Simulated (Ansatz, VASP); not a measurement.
## Ga: VASP beside Ansatz

The input POSCAR:

```
Ga
1.0
    1.4596029289     -4.0919213144      0.0000000000
    1.4596029289      4.0919213144      0.0000000000
    0.0000000000      0.0000000000      3.1909939893
Ga
2
Direct
    0.1330000000      0.8670000000      0.7500000000
    0.8670000000      0.1330000000      0.2500000000
```

The input INCAR.step1:

```
  PREC = Accurate
  ENCUT = 520
  ISMEAR = -1
  SIGMA = 0.05
  LREAL = False
  LASPH = True
  NELM = 60
  NBANDS = 20
  GGA = PE
  ALGO = Normal
  EDIFF = 1E-4
  LWAVE = True
  LCHARG = False
```

The input INCAR.step2:

```
  PREC = Accurate
  ENCUT = 520
  EDIFF = 1E-7
  ISMEAR = -1
  SIGMA = 0.05
  LREAL = False
  LASPH = True
  NELM = 60
  ALGO = Normal
  ISIF = 2
  LWAVE = False
  LCHARG = True
  METAGGA = R2SCAN
  LMIXTAU = True
  LELF = True
  LVHAR = True
  NBANDS = 20
  ISTART = 1
```

KPOINTS

```
regular mesh
0
Gamma
  10 10 8
```

File input.yaml:

```yaml
crystal:
  lattice:
    - [1.4596029289, -4.0919213144, 0.0]
    - [1.4596029289, 4.0919213144, 0.0]
    - [0.0, 0.0, 3.1909939893]
  atoms:
    - { symbol: Ga, position: [0.133, 0.867, 0.75] }
    - { symbol: Ga, position: [0.867, 0.133, 0.25] }
hamiltonian:
  xc: r2scan
  pseudopotentials: { kind: paw }
kpoints:
  mp_grid: { grid: [10, 10, 8] }
scf:
  occupations: { method: fermi_dirac, width: 0.05 }
output:
  forces: true
  stress: true
  eigenvalues: true
```

Alike in both runs: task single point; functional r2SCAN; k mesh 10 × 10 × 8; occupations fermi-dirac, width 0.05 eV; no spin polarisation.

```csv
,VASP,Ansatz
version,VASP 6.6.1,Ansatz 0.2.0
potentials or method,"VASP PAW PBE potentials, release 64 (Ga_d)",Ansatz PAW
plane-wave cutoff (eV),520,500
valence electrons in the cell,26,26
```

|  | VASP | Ansatz | Ansatz less VASP |
| --- | --- | --- | --- |
| gap on the k mesh at the Fermi level (eV) | none | none | - |
| pressure (GPa) | -2.6 | -2.7 | -0.07 |
| traceless stress, the component that is largest in VASP (GPa) | 1.61 | 1.70 | +0.084 |
| rms of the force components (eV/Å) | 0.138 | 0.138 | +0.0002 |

VASP's potentials were made for PBE, not for r2SCAN. Atom by atom the forces differ by 0.000 eV/Å (rms over components). A gap of «none» marks a metal or a gap that the smearing closes.
